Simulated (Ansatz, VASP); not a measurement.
**One calculation of TaN, two programs**

```xyz
4
Lattice="3.0388 0.0000 0.0000 -1.5194 2.6317 0.0000 0.0000 0.0000 6.1321" Properties=species:S:1:pos:R:3 pbc="T T T"
Ta    0.0000    1.7545    0.1846
Ta    1.5194    0.8772    3.2506
N     0.0000    1.7545    2.1762
N     1.5194    0.8772    5.2423
```

Alike in both runs: task single point; functional PBEsol; k mesh 18 × 18 × 8; occupations gaussian, width 0.15 eV; no spin polarisation.

|  | VASP | Ansatz |
| --- | --- | --- |
| version | VASP 6.6.1 | Ansatz 0.2.0 |
| potentials or method | VASP PAW PBE potentials, release 64 (Ta_pv, N), cutoff 520 eV | scalar-relativistic, plane waves, PAW |
| valence electrons in the cell | 32 | 36 |

```csv
,VASP,Ansatz,Ansatz less VASP
gap on the k mesh at the Fermi level (eV),none,none,-
pressure (GPa),10.8,9.9,-0.92
"traceless stress, the component that is largest in VASP (GPa)",-9.39,-9.77,-0.374
rms of the force components (eV/Å),0.479,0.479,+0.0001
```

VASP's potentials were made for PBE, not for PBEsol, and Ansatz warns of the same on its side. Atom by atom the forces differ by 0.000 eV/Å (rms over components). A gap of «none» marks a metal or a gap that the smearing closes. VASP's potentials hold 32 valence electrons a cell and Ansatz's 36, so a difference there can come from the potentials and not from the codes.

Neither program's run includes spin-orbit coupling.
